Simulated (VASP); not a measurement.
Mo:

```
Mo
1.0
     2.73551    0.00000    0.00000
    -1.36776    2.36902    0.00000
     0.00000    0.00000    2.55518
Mo
1
Direct
  0.00000 0.00000 0.50000
```

* Program: VASP 6.6.1
* Task: relaxation of cell and atoms
* Functional: LDA
* Potentials or basis: VASP PAW LDA potentials, release 64 (Mo_sv)
* Cutoff: 600 eV
* k mesh: 14 × 14 × 13
* Occupations: methfessel-paxton, width 0.1 eV
* Spin: no spin polarisation

At the start: pressure -6.8 GPa; volume 16.56 Å³/atom.

Problem. How do energy, volume and symmetry change on relaxing?

Solution. Over 9 steps the energy falls by 13.7 meV/atom and the volume is 16.05 Å³/atom (-3.1 %); space group P6/mmm (No. 191, to 0.05 Å).

The path:
```tsv
step	energy change (eV)	largest force (eV/Å)	pressure (GPa)	volume (Å³)
1	0.0000	0.0000	-6.80	16.56
2	0.0506	0.0000	19.52	14.93
3	-0.0126	0.0000	0.43	16.03
4	-0.0137	0.0000	-0.27	16.06
5	-0.0137	0.0000	-0.25	16.06
6	-0.0137	0.0000	-0.23	16.06
7	-0.0137	0.0000	-0.26	16.06
8	-0.0137	0.0000	0.46	16.01
9	-0.0137	0.0000	0.00	16.05
```

Final structure:
```
CELL_PARAMETERS angstrom
2.72463 0.00000 0.00000
-1.36232 2.35960 0.00000
0.00000 0.00000 2.49589
ATOMIC_POSITIONS crystal
Mo 0.00000 0.00000 0.50000
```
